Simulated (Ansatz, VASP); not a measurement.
## GaN in VASP and in Ansatz

The input POSCAR:

```
GaN
1.0
    0.0000000000      2.2535006075      2.3887106440
    2.2535006075      0.0000000000      2.3887106440
    2.2535006075      2.2535006075      0.0000000000
Ga N
1 1
Direct
    0.0000000000      0.0000000000      0.0000000000
    0.7500000000      0.7500000000      0.7500000000
```

The input INCAR.step1:

```
PREC     = Accurate       # precision mode
ENCUT    = 520            # plane-wave cutoff, eV
ISMEAR   = 0              # smearing method
SIGMA    = 0.05           # smearing width, eV
LREAL    = F              # projectors in reciprocal space
LASPH    = T              # aspherical terms in the spheres
NELM     = 80             # most SCF steps
NBANDS   = 16             # bands
GGA      = PE             # functional
ALGO     = Normal         # electronic algorithm
EDIFF    = 1E-4           # SCF threshold, eV
LWAVE    = T              # write WAVECAR
LCHARG   = F              # write CHGCAR
```

INCAR.step2

```
PREC     = Accurate       # precision mode
ENCUT    = 520            # plane-wave cutoff, eV
EDIFF    = 1E-6           # SCF threshold, eV
ISMEAR   = 0              # smearing method
SIGMA    = 0.05           # smearing width, eV
LREAL    = F              # projectors in reciprocal space
LASPH    = T              # aspherical terms in the spheres
NELM     = 80             # most SCF steps
ALGO     = Normal         # electronic algorithm
ISIF     = 2              # what is computed and relaxed
LWAVE    = F              # write WAVECAR
LCHARG   = F              # write CHGCAR
METAGGA  = R2SCAN         # meta-GGA
LMIXTAU  = T            
NBANDS   = 16             # bands
ISTART   = 1
```

KPOINTS

```
regular mesh
0
Gamma
  10 10 10
```

Input for Ansatz:

```yaml
crystal:
  lattice:
    - [0.0, 2.2535006075, 2.388710644]
    - [2.2535006075, 0.0, 2.388710644]
    - [2.2535006075, 2.2535006075, 0.0]
  atoms:
    - { symbol: Ga, position: [0.0, 0.0, 0.0] }
    - { symbol: "N", position: [0.75, 0.75, 0.75] }
basis:
  ecutwfc: 500
kpoints:
  mp_grid: { grid: [10, 10, 10] }
hamiltonian:
  xc: r2scan
scf:
  occupations: { method: gaussian, width: 0.05 }
output:
  forces: true
  stress: true
  eigenvalues: true
```

Change from the starting cell: strain +0.0600 x Voigt [0, 0, 1, 0, 0, 0], atoms carried along.

Alike in both runs: task single point; functional r2SCAN; k mesh 10 × 10 × 10; occupations gaussian, width 0.05 eV; no spin polarisation.

|  | VASP | Ansatz |
| --- | --- | --- |
| version | VASP 6.6.1 | Ansatz 0.2.0 |
| potentials or method | VASP PAW PBE potentials, release 64 (Ga_d, N), cutoff 520 eV | scalar-relativistic, plane waves, PAW |
| valence electrons in the cell | 18 | 18 |

|  | VASP | Ansatz | Ansatz less VASP |
| --- | --- | --- | --- |
| gap on the k mesh at the Fermi level (eV) | 1.62 | 1.62 | +0.005 |
| least direct gap on the mesh (eV) | 1.62 | 1.62 | +0.005 |
| pressure (GPa) | -10.4 | -11.2 | -0.80 |
| traceless stress, the component that is largest in VASP (GPa) | -5.87 | -5.94 | -0.061 |

VASP's potentials were made for PBE, not for r2SCAN.
